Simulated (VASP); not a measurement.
Crystal: AlN.

```
CELL_PARAMETERS angstrom
0.00000 2.18488 2.18488
2.18488 0.00000 2.18488
2.18488 2.18488 0.00000
ATOMIC_POSITIONS crystal
Al 0.00000 0.00000 0.00000
N 0.25000 0.25000 0.25000
```

Base run:

| Quantity | Value |
| --- | --- |
| Program | VASP 6.6.1 |
| Functional | HSE06 |
| Potentials or basis | VASP PAW PBE potentials, release 64 (Al, N) |
| Cutoff | 520 eV |
| k mesh | 6 × 6 × 6 |
| Occupations | gaussian, width 0.01 eV |
| Spin | no spin polarisation |

Its results: band gap on the k mesh 4.55 eV, indirect (least direct gap 5.54 eV); pressure -0.8 GPa.

Task: The run is repeated on the same cell with these changes: functional from HSE06 to PBE. What comes out?

Result: Band gap on the k mesh 3.32 eV, indirect (least direct gap 4.18 eV); pressure 4.3 GPa.

HSE06 gives the wider gap, since exact exchange removes part of the self-interaction.

Caveats: the PAW data sets were made with another functional, which shifts forces and pressure a little (some runs).

A k mesh can miss the band edges.
